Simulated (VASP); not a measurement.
BePd, 2 atoms in the cell. It takes space group P4/mmm (No. 123, tetragonal). The conventional cell has a = 2.897 Å, b = 2.897 Å, c = 2.771 Å, α = 90.00°, β = 90.00°, γ = 90.00°. Be (site symmetry 4/mmm) has 8 Pd at 2.47 Å and 6 Be at 2.77 to 2.90 Å within 3.3 Å. Pd (site symmetry 4/mmm) has 8 Be at 2.47 Å and 6 Pd at 2.77 to 2.90 Å within 3.3 Å.  This cell differs from its parent crystal: strain +0.030 along x and y, -0.015 along z.

| Quantity | Value |
| --- | --- |
| Program | VASP 6.6.1 |
| Task | single point |
| Functional | r2SCAN |
| Potentials or basis | VASP PAW PBE potentials, release 64 (Be, Pd) |
| Cutoff | 520 eV |
| k mesh | 16 × 16 × 16 |
| Occupations | gaussian, width 0.15 eV |
| Spin | no spin polarisation |
| Dipole correction | no |
| Further INCAR settings | ALGO = Normal; EDIFF = 1e-06; NBANDS = 13 |

Potentials or basis: VASP PAW PBE potentials, release 64 (Be, Pd).

The run is started by

```sh
$ cat potpaw_PBE.64/Be/POTCAR potpaw_PBE.64/Pd/POTCAR > POTCAR
$ cp INCAR.step1 INCAR
$ mpirun -np 1 vasp_std > vasp.out
$ cp INCAR.step2 INCAR
$ mpirun -np 1 vasp_std > vasp.out
```

Hardware: 1 thread of Oxide Virtual Turin-like Processor, on a shared host.

Question: How long does it take, and how much memory?

Answer: It took 7.5 min on 1 thread of Oxide Virtual Turin-like Processor, with other jobs on the host, peak memory 0.22 GiB. Counts: k points 405.
